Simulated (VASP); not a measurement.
Input of a VASP 6.6.1 run:

The input INCAR:

```
ALGO = Normal
EDIFF = 1E-6
ENCUT = 520
GGA = PE
ISIF = 2
ISMEAR = 0
LASPH = T
LCHARG = T
LELF = T
LREAL = F
LVHAR = T
LWAVE = F
NBANDS = 22
NELM = 80
PREC = Accurate
SIGMA = 0.1
```

The input KPOINTS:

```
k-points
0
Gamma
  4 4 6
```

The input POSCAR:

```
Zr2Cl
1.0
    4.5415559683      0.0000000000      0.0000000000
    0.0000000000      4.5415559683      0.0000000000
    0.0000000000      0.0000000000      3.0520080304
Zr Cl
2 1
Direct
    0.0000000000      0.5000000000      0.5000000000
    0.5000000000      0.0000000000      0.5000000000
    0.5000000000      0.5000000000      0.0000000000
```

Potentials or basis: VASP PAW PBE potentials, release 64 (Zr_sv, Cl).

Launch:

```console
$ cat potpaw_PBE.64/Zr_sv/POTCAR potpaw_PBE.64/Cl/POTCAR > POTCAR
$ mpirun -np 1 vasp_std > vasp.out
```

Q: Predict the pressure.

A: 0.2 GPa.

Stress tensor (GPa, compression positive):
```
0.14 0.00 0.00
0.00 0.14 0.00
0.00 0.00 0.30
```

Caveat: an odd number of electrons without spin polarisation forces a metal; a magnetic or distorted state may lie lower.
